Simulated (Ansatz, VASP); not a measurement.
## Al5N in VASP and in Ansatz

INCAR

```
ALGO = Normal
EDIFF = 1E-6
ENCUT = 520
GGA = PE
ISIF = 2
ISMEAR = 0
LASPH = T
LCHARG = F
LREAL = F
LWAVE = F
NBANDS = 19
NELM = 60
PREC = Accurate
SIGMA = 0.1
```

Contents of KPOINTS:

```
k-points
0
Gamma
  6 6 4
```

The input POSCAR:

```
Al5N
1.0
    4.2709130700      0.0000000000      0.0000000000
   -2.1354565400      3.6987192200      0.0000000000
    0.0000000000      0.0000000000      5.7975542500
Al N
5 1
Direct
    0.6666666700      0.3333333300      0.7959949400
    0.0000000000      0.0000000000      0.0000000000
    0.6666666700      0.3333333300      0.2040050600
    0.3333333300      0.6666666700      0.2040050600
    0.3333333300      0.6666666700      0.7959949400
    0.0000000000      0.0000000000      0.5000000000
```

Input for Ansatz:

```yaml
crystal:
  lattice:
    - [4.27091307, 0.0, 0.0]
    - [-2.13545654, 3.69871922, 0.0]
    - [0.0, 0.0, 5.79755425]
  atoms:
    - { symbol: Al, position: [0.66666667, 0.33333333, 0.79599494] }
    - { symbol: Al, position: [0.0, 0.0, 0.0] }
    - { symbol: Al, position: [0.66666667, 0.33333333, 0.20400506] }
    - { symbol: Al, position: [0.33333333, 0.66666667, 0.20400506] }
    - { symbol: Al, position: [0.33333333, 0.66666667, 0.79599494] }
    - { symbol: "N", position: [0.0, 0.0, 0.5] }
basis:
  ecutwfc: 420
kpoints:
  mp_grid: { grid: [6, 6, 4] }
hamiltonian:
  xc: pbe
scf:
  occupations: { method: gaussian, width: 0.1 }
  lower_state_search: "off"
output:
  forces: true
  stress: true
  eigenvalues: true
```

Change from the starting cell: species swapped into the BaSn5 type (P6/mmm, No. 191).

Alike in both runs: task single point; functional PBE; k mesh 6 × 6 × 4; occupations gaussian, width 0.1 eV; no spin polarisation.

```csv
,VASP,Ansatz
version,VASP 6.6.1,Ansatz 0.2.0
potentials or method,"VASP PAW PBE potentials, release 64 (Al, N), cutoff 520 eV","scalar-relativistic, plane waves, PAW"
valence electrons in the cell,20,20
```

|  | VASP | Ansatz | Ansatz less VASP |
| --- | --- | --- | --- |
| gap on the k mesh at the Fermi level (eV) | none | none | - |
| pressure (GPa) | 13.8 | 13.8 | +0.02 |
| traceless stress, the component that is largest in VASP (GPa) | -4.73 | -4.76 | -0.032 |
| rms of the force components (eV/Å) | 1.437 | 1.435 | -0.0015 |

Atom by atom the forces differ by 0.001 eV/Å (rms over components). A gap of «none» marks a metal or a gap that the smearing closes. The functional is the same, so the differences come from potentials, cutoffs and numerics.
